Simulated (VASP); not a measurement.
# I (Cmce) in VASP: notebook, part 2 of 2

VASP 6.6.1.

**3. Single point, LDA (volume scaled by 0.96)**

The input, INCAR:

```
SYSTEM = I
  PREC = Accurate
  ENCUT = 520
  EDIFF = 1E-7
  ISMEAR = -1
  SIGMA = 0.05
  LREAL = .False.
  LASPH = .True.
  NELM = 60
  ALGO = Normal
  ISIF = 2
  LWAVE = .False.
  LCHARG = .True.
  GGA = CA
  LELF = .True.
  LVHAR = .True.
  NBANDS = 22
```

The input, KPOINTS:

```
Automatic mesh
0
Gamma
  7 7 3
  0 0 0
```

The input, POSCAR:

```
I
1.0
    3.5859068830     -2.3626508969      0.0000000000
    3.5859068830      2.3626508969      0.0000000000
    0.0000000000      0.0000000000      9.6610799909
I
4
Direct
    0.6493000000      0.3507000000      0.3844000000
    0.1493000000      0.8507000000      0.1156000000
    0.3507000000      0.6493000000      0.6156000000
    0.8507000000      0.1493000000      0.8844000000
```

Potentials or basis: VASP PAW LDA potentials, release 64 (I).

Launch:

```bash
$ cat potpaw_LDA.64/I/POTCAR > POTCAR
$ mpirun -np 1 vasp_std > vasp.out
```

OUTCAR:

```text
SYSTEM = I
   PREC = Accurate
   ENCUT = 520
   EDIFF = 1E-7
   ISMEAR = -1
   LREAL = .False.
   LASPH = .True.
   NELM = 60
   ISIF = 2
   GGA = CA

 ion  position               nearest neighbor table
   1  0.649  0.351  0.384-   3 2.64   2 3.51   2 3.51
   2  0.149  0.851  0.116-   4 2.64   1 3.51   1 3.51
   3  0.351  0.649  0.616-   1 2.64   4 3.51   4 3.51
   4  0.851  0.149  0.884-   2 2.64   3 3.51   3 3.51

  LATTYP: Found a base centered orthorhombic cell.
 ALAT       =     4.7253017938
 B/A-ratio  =     1.5177472422
 C/A-ratio  =     2.0445424255

  Lattice vectors:

 A1 = (  -3.5859068830,  -2.3626508969,   0.0000000000)
 A2 = (   3.5859068830,  -2.3626508969,   0.0000000000)
 A3 = (   0.0000000000,   0.0000000000,   9.6610799909)

Analysis of symmetry for initial positions (statically):
=====================================================================
 Subroutine PRICEL returns:
 Original cell was already a primitive cell.

 Routine SETGRP: Setting up the symmetry group for a
 base centered orthorhombic supercell.

 Subroutine GETGRP returns: Found  8 space group operations
 (whereof  4 operations were pure point group operations)
 out of a pool of  8 trial point group operations.

The static configuration has the point symmetry C_2h.
 The point group associated with its full space group is D_2h.

Analysis of symmetry for dynamics (positions and initial velocities):
=====================================================================
 Subroutine PRICEL returns:
 Original cell was already a primitive cell.

 Routine SETGRP: Setting up the symmetry group for a
 base centered orthorhombic supercell.

 Subroutine GETGRP returns: Found  8 space group operations
 (whereof  4 operations were pure point group operations)
 out of a pool of  8 trial point group operations.
[... 114 lines left out ...]
   POTIM  = 0.5000    time-step for ionic-motion
   TEBEG  =    0.0;   TEEND  =   0.0 temperature during run
   PSTRESS=    0.0 pullay stress
   NELECT =      28.0000    total number of electrons
   NUPDOWN=      -1.0000    fix difference up-down
   EMIN   =  10.00;   EMAX   =-10.00  energy-range for DOS
   EFERMI =   0.00;   METHOD = LEGACY
   ISMEAR =    -1;   SIGMA  =   0.05  broadening in eV -4-tet -1-fermi 0-gaus
   EFERMI_NEDOS =   21; number of points for ismear=-14 and -15
   IALGO  =     38    algorithm
   IMIX   =      4    mixing-type and parameters
     AMIX     =   0.40;   BMIX     =  1.00
     AMIX_MAG =   1.60;   BMIX_MAG =  1.00
  volume/ion in A,a.u.               =      40.93       276.18
  Fermi-wavevector in a.u.,A,eV,Ry     =   0.908747  1.717282 11.235967  0.825820
  Thomas-Fermi vector in A             =   2.032709
   LORBIT       =      0    0 simple, 1 ext, 2 COOP (PROOUT), +10 PAW based schemes
   GGA     = CA    functional components
   LHFCALC =     F    Hartree Fock is set to
   AEXX    =    0.0000 exact exchange contribution
   IVDW    =     0    specifies the selected vdW correction
   LEPSILON=     F    determine dielectric tensor
   LRPA    =     F    only Hartree local field effects (RPA)
 non-spin polarized calculation
  energy-cutoff  :      520.00
  volume of cell :      163.70
 maximum number of plane-waves:      4434
   NGX = 15   NGY = 15   NGZ = 35

 number of electron      27.9999999 magnetization

 Free energy of the ion-electron system (eV)
  ---------------------------------------------------
  ext. energy  EPLUGINS =         0.00000000
  ---------------------------------------------------
  free energy    TOTEN  =        -7.81793298 eV

  energy without entropy =       -7.81793248  energy(sigma->0) =       -7.81793273

 E-fermi :   3.4371     XC(G=0):  -8.5502

 val. band max:        2.7757047232   @ k =   0.0000   0.0000   0.0000
 cond. band min:       4.0954373549   @ k =  -0.4286   0.4286   0.0000
 fundamental gap:      1.3197326317
 Fermi energy:         3.4371338924

 k-point     1 :       0.0000    0.0000    0.0000
  band No.  band energies     occupation
      1     -11.0945      2.00000
      2     -10.6012      2.00000
      3      -8.8943      2.00000
      4      -7.8265      2.00000
      5      -2.0054      2.00000
      6      -0.5083      2.00000
[... 589 lines left out ...]
     21      10.6670      0.00000
     22      11.1390      0.00000

 [... further k-points ...]
[... 5 lines left out ...]
  --------------------------------------------------------------------------------------
  -------------------------------------------------------------------------------------
  Total       -0.6540825     -0.4405381      1.6484538      0.0000000      0.0000000      0.0000000
  in kB       -6.4016050     -4.3116135     16.1336684      0.0000000      0.0000000      0.0000000
  external PRESSURE =       1.8068166 kB  Pullay stress =       0.0000000 kB

 VOLUME and BASIS-vectors are now :
 -----------------------------------------------------------------------------
  energy-cutoff  :      520.00
  volume of cell :      163.70
      direct lattice vectors                 reciprocal lattice vectors
     3.585906883 -2.362650897  0.000000000     0.139434742 -0.211626695  0.000000000
     3.585906883  2.362650897  0.000000000     0.139434742  0.211626695  0.000000000
     0.000000000  0.000000000  9.661079991     0.000000000  0.000000000  0.103508097

 POSITION                                       TOTAL-FORCE (eV/Angst)
 -----------------------------------------------------------------------------------
      3.58591     -0.70549      3.71372         0.000000     -0.536728     -0.963026
      3.58591      1.65716      1.11682         0.000000     -0.536728      0.963026
      3.58591      0.70549      5.94736         0.000000      0.536728      0.963026
      3.58591     -1.65716      8.54426         0.000000      0.536728     -0.963026
 -----------------------------------------------------------------------------------
    total drift:                               -0.000000     -0.000000     -0.000000

  FREE ENERGIE OF THE ION-ELECTRON SYSTEM (eV)
  ---------------------------------------------------
  free  energy   TOTEN  =        -7.8179329829 eV

  energy  without entropy=       -7.8179324825  energy(sigma->0) =       -7.81793273
```

stdout:

```text
POSCAR found type information on POSCAR I
 POSCAR found :  1 types and       4 ions
 scaLAPACK will be used
 LDA part: xc-table for (Slater(with rela. corr.)+CA(PZ))
 , standard interpolation
 POSCAR, INCAR and KPOINTS ok, starting setup
 FFT: planning ... GRIDC
 FFT: planning ... GRID_SOFT
 FFT: planning ... GRID
 WAVECAR not read
 entering main loop
```

It took 44 s on 1 thread of Intel Xeon 6975P-C (Granite Rapids), shared host; peak memory 0.24 GiB.

What came out:

| Property | Result |
| --- | --- |
| Free energy | -7.8179 eV |
| Pressure | 0.2 GPa |
| Largest force | 1.102 eV/Å |
| Band gap on the k mesh | 1.32 eV, indirect (least direct gap 1.43 eV) |

Forces on the atoms (eV/Å):
```
I    0.000 -0.537 -0.963
I    0.000 -0.537  0.963
I    0.000  0.537  0.963
I    0.000  0.537 -0.963
```

Caveat: the cell differs from its parent crystal (volume scaled by 0.96); spin-orbit coupling is left out, which moves the levels of the heavy elements; forces of over 1 eV/Å act on the atoms, so gaps and moduli don't describe the material at rest.

**4. Single point, LDA (volume scaled by 0.98)**

The input, INCAR:

```
PREC = Accurate
ENCUT = 520
EDIFF = 1E-6
ISMEAR = -1
SIGMA = 0.05
LREAL = F
LASPH = T
NELM = 60
ALGO = Normal
ISIF = 2
LWAVE = F
LCHARG = F
NBANDS = 22
```

The input, KPOINTS:

```
Automatic mesh
0
Gamma
  7 7 3
```

The input, POSCAR:

```
I
1.0
    3.6106380569     -2.3789455559      0.0000000000
    3.6106380569      2.3789455559      0.0000000000
    0.0000000000      0.0000000000      9.7277102343
I
4
Direct
    0.6493000000      0.3507000000      0.3844000000
    0.1493000000      0.8507000000      0.1156000000
    0.3507000000      0.6493000000      0.6156000000
    0.8507000000      0.1493000000      0.8844000000
```

Launch:

```bash
$ cat potpaw_LDA.64/I/POTCAR > POTCAR
$ mpirun -np 1 vasp_std > vasp.out
```

It took 44 s on 1 thread of Intel Xeon 6975P-C (Granite Rapids), shared host; peak memory 0.24 GiB.

Results (log left out):

```yaml
Free_energy: -7.8157 eV
Pressure: -0.4 GPa
Largest_force: 0.907 eV/Å
Band_gap_on_the_k_mesh: 1.28 eV, indirect (least direct gap 1.37 eV)
```

Forces on the atoms (eV/Å):
```
I    0.000 -0.418 -0.805
I    0.000 -0.418  0.805
I    0.000  0.418  0.805
I    0.000  0.418 -0.805
```

Stress tensor (GPa, compression positive):
```
-0.72  0.00  0.00
 0.00 -0.96  0.00
 0.00  0.00  0.51
```

Levels at points of the mesh, in eV from the valence-band top:
```csv
k point,band 12,band 13,band 14,band 15,band 16,band 17
"(0.00, 0.00, 0.00)",-0.58,-0.06,0.00,1.37,2.24,5.01
```

Caveat: the cell differs from its parent crystal (volume scaled by 0.98); spin-orbit coupling is left out, which moves the levels of the heavy elements.

**5. Single point, LDA**

This run uses another cell than the first one, of 42.63 Å³/atom, 1.064 times its volume.

The input, INCAR:

```
PREC     = Accurate       # precision mode
ENCUT    = 520            # plane-wave cutoff, eV
EDIFF    = 1E-6           # SCF threshold, eV
ISMEAR   = -1             # smearing method
SIGMA    = 0.05           # smearing width, eV
LREAL    = False          # projectors in reciprocal space
LASPH    = True           # aspherical terms in the spheres
NELM     = 80             # most SCF steps
ALGO     = Normal         # electronic algorithm
ISIF     = 2              # what is computed and relaxed
LWAVE    = False          # write WAVECAR
LCHARG   = True           # write CHGCAR
GGA      = CA             # functional
LELF     = True           # ELF
LVHAR    = True         
NBANDS   = 22             # bands
```

KPOINTS is that of step 4.

The input, POSCAR:

```
I
1.0
    3.6350350000     -2.3950200000      0.0000000000
    3.6350350000      2.3950200000      0.0000000000
    0.0000000000      0.0000000000      9.7934400000
I
4
Direct
    0.6493000000      0.3507000000      0.3844000000
    0.1493000000      0.8507000000      0.1156000000
    0.3507000000      0.6493000000      0.6156000000
    0.8507000000      0.1493000000      0.8844000000
```

Launch:

```bash
$ cat potpaw_LDA.64/I/POTCAR > POTCAR
$ mpirun -np 1 vasp_std > vasp.out
```

Wall time 53 s (1 thread of Intel Xeon 6975P-C (Granite Rapids), shared host); peak memory 0.25 GiB.

Results (log left out):

- Free energy: -7.8019 eV
- Pressure: -0.9 GPa
- Largest force: 0.727 eV/Å
- Band gap on the k mesh: 1.24 eV, indirect (least direct gap 1.31 eV)

Forces on the atoms (eV/Å):
```
I    0.000 -0.309 -0.658
I    0.000 -0.309  0.658
I    0.000  0.309  0.658
I    0.000  0.309 -0.658
```

Stress tensor (GPa, compression positive):
```
-0.79  0.00  0.00
 0.00 -1.43  0.00
 0.00  0.00 -0.47
```

Levels at points of the mesh, in eV from the valence-band top:
```tsv
k point	band 12	band 13	band 14	band 15	band 16	band 17
(0.00, 0.00, 0.00)	-0.56	-0.06	0.00	1.31	2.17	4.99
```

Caveat: spin-orbit coupling is left out, which moves the levels of the heavy elements. A hybrid or GW would open this gap; LDA tends to underestimate it.

**6. Single point, LDA (volume scaled by 1.02)**

The input, INCAR:

```
SYSTEM = I
PREC     = Accurate       ! precision mode
ENCUT    = 520            ! plane-wave cutoff, eV
EDIFF    = 1E-7           ! SCF threshold, eV
ISMEAR   = -1             ! smearing method
SIGMA    = 0.05           ! smearing width, eV
LREAL    = .False.        ! projectors in reciprocal space
LASPH    = .True.         ! aspherical terms in the spheres
NELM     = 100            ! most SCF steps
ALGO     = Normal         ! electronic algorithm
ISIF     = 2              ! what is computed and relaxed
LWAVE    = .False.        ! write WAVECAR
LCHARG   = .True.         ! write CHGCAR
LELF     = .True.         ! ELF
LVHAR    = .True.       
NBANDS   = 22             ! bands
```

The input, KPOINTS:

```
regular mesh
0
Gamma
  7 7 3
  0 0 0
```

The input, POSCAR:

```
I
1.0
    3.6591087810     -2.4108815219      0.0000000000
    3.6591087810      2.4108815219      0.0000000000
    0.0000000000      0.0000000000      9.8582991087
I
4
Direct
    0.6493000000      0.3507000000      0.3844000000
    0.1493000000      0.8507000000      0.1156000000
    0.3507000000      0.6493000000      0.6156000000
    0.8507000000      0.1493000000      0.8844000000
```

Potentials or basis: VASP PAW LDA potentials, release 64 (I).

Launch:

```bash
$ cat potpaw_LDA.64/I/POTCAR > POTCAR
$ mpirun -np 1 vasp_std > vasp.out
```

Run time: 67 s. Hardware: 1 thread of Intel Xeon 6975P-C (Granite Rapids), shared host; peak memory 0.28 GiB.

It converged, with:

* Free energy: -7.7781 eV
* Pressure: -1.3 GPa
* Largest force: 0.561 eV/Å
* Band gap on the k mesh: 1.19 eV, indirect (least direct gap 1.26 eV)

Forces in eV/Å, atoms in the order of the input:
```
I    0.000 -0.208 -0.522
I    0.000 -0.208  0.522
I    0.000  0.208  0.522
I    0.000  0.208 -0.522
```

Stress tensor (GPa, compression positive):
```
-0.85  0.00  0.00
 0.00 -1.84  0.00
 0.00  0.00 -1.34
```

Levels at points of the mesh, in eV from the valence-band top:
```tsv
k point	band 11	band 12	band 13	band 14	band 15	band 16	band 17	band 18
(0.00, 0.00, 0.00)	-1.10	-0.54	-0.06	0.00	1.26	2.10	4.98	5.14
```

Caveat: the cell differs from its parent crystal (volume scaled by 1.02); spin-orbit coupling is left out, which moves the levels of the heavy elements.

**7. Summary**

```csv
cell,gap on the mesh (eV),pressure (GPa),largest force (eV/Å)
"a = 4.264, b = 4.264, c = 9.594 Å, angles 90.0, 90.0, 66.8°, 4 atoms",1.36,0.8,1.31
"a = 4.294, b = 4.294, c = 9.661 Å, angles 90.0, 90.0, 66.8°, 4 atoms",1.32,0.2,1.10
"a = 4.324, b = 4.324, c = 9.728 Å, angles 90.0, 90.0, 66.8°, 4 atoms",1.28,-0.4,0.91
"a = 4.353, b = 4.353, c = 9.793 Å, angles 90.0, 90.0, 66.8°, 4 atoms",1.24,-0.9,0.73
"a = 4.382, b = 4.382, c = 9.858 Å, angles 90.0, 90.0, 66.8°, 4 atoms",1.19,-1.3,0.56
```

Alike in all rows: task single point; level LDA; potentials or basis VASP PAW LDA potentials, release 64 (I); no spin polarisation; k mesh 7 × 7 × 3; cutoff (eV) 520; smearing fermi-dirac 0.05 eV.

Caveats: spin-orbit coupling is left out, which moves the levels of the heavy elements; forces of over 1 eV/Å act on the atoms, so gaps and moduli don't describe the material at rest (some runs).

Total energies depend on the potentials used, so only differences within one code and one set of settings carry meaning.
